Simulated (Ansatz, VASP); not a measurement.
Sn in VASP and in Ansatz

The input INCAR:

```
  PREC = Accurate
  ENCUT = 600
  EDIFF = 1E-6
  ISMEAR = -1
  SIGMA = 0.1
  LREAL = False
  LASPH = True
  NELM = 60
  ALGO = Normal
  ISIF = 3
  LWAVE = False
  LCHARG = False
  GGA = PE
  IBRION = 2
  NSW = 80
  EDIFFG = -0.01
```

KPOINTS

```
Automatic mesh
0
Gamma
  11 11 6
```

POSCAR

```
Sn
1.0
    3.4098662044      0.0000000000      0.0000000000
   -1.7049331022      2.9530307565      0.0000000000
    0.0000000000      0.0000000000      5.5683115117
Sn
2
Direct
    0.3333333333      0.6666666667      0.2500000000
    0.6666666667      0.3333333333      0.7500000000
```

Input for Ansatz:

```yaml
crystal:
  lattice:
    - [3.4098662044, 0.0, 0.0]
    - [-1.7049331022, 2.9530307565, 0.0]
    - [0.0, 0.0, 5.5683115117]
  atoms:
    - { symbol: Sn, position: [0.3333333333, 0.6666666667, 0.25] }
    - { symbol: Sn, position: [0.6666666667, 0.3333333333, 0.75] }
hamiltonian:
  xc: pbe
  pseudopotentials:
    kind: paw
    azcp:
      Sn: "pseudopotentials/Sn.paw.azcp"
basis:
  ecutwfc: 420
  fft_grid_basis: typed
kpoints:
  mp_grid: { grid: [11, 11, 6], shift: [0, 0, 0] }
magnetization:
  spin_polarized: false
scf:
  occupations: { method: fermi_dirac, width: 0.1 }
relax:
  max_steps: 60
  f_tol: 0.01
  cell: {}
```

Alike in both runs: task relaxation of cell and atoms; functional PBE; k mesh 11 × 11 × 6; occupations fermi-dirac, width 0.1 eV; no spin polarisation.

```csv
,VASP,Ansatz
version,VASP 6.6.1,Ansatz 0.2.0
potentials or method,"VASP PAW PBE potentials, release 64 (Sn_d), cutoff 600 eV","plane waves (420 eV) with PAW, scalar-relativistic"
valence electrons in the cell,28,28
```

```tsv
	VASP	Ansatz	Ansatz less VASP
relaxed volume (Å³/atom)	27.72	27.73	+0.015
relaxed cell length with the largest relative difference (Å)	5.613	5.615	+0.0016
```
